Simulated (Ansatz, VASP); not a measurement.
**One calculation of Y2Ir, two programs**

```xyz
3
Lattice="4.8702 0.0000 0.0000 -2.4351 4.2177 0.0000 0.0000 0.0000 3.1017" Properties=species:S:1:pos:R:3 pbc="T T T"
Y     0.0000    2.8118    1.5509
Y     2.4351    1.4059    1.5509
Ir    0.0000    0.0000    0.0000
```

Alike in both runs: functional PBE; k mesh 6 × 6 × 4; occupations gaussian, width 0.1 eV; no spin polarisation.

Ansatz relaxed the structure, and its values are those at the end. VASP's run is a single point on that final structure, the one shown.

|  | VASP | Ansatz |
| --- | --- | --- |
| version | VASP 6.6.1 | Ansatz 0.2.0 |
| potentials or method | VASP PAW PBE potentials, release 64 (Y_sv, Ir), cutoff 520 eV | scalar-relativistic, plane waves, PAW |
| valence electrons in the cell | 31 | 39 |

```tsv
	VASP	Ansatz	Ansatz less VASP
gap on the k mesh at the Fermi level (eV)	none	none	-
pressure (GPa)	0.2	0.3	+0.17
```

A gap of «none» marks a metal or a gap that the smearing closes. VASP's potentials hold 31 valence electrons a cell and Ansatz's 39, so a difference there can come from the potentials and not from the codes.

The k mesh is coarse, so the values compare programs but aren't converged. Spin-orbit coupling is off throughout.
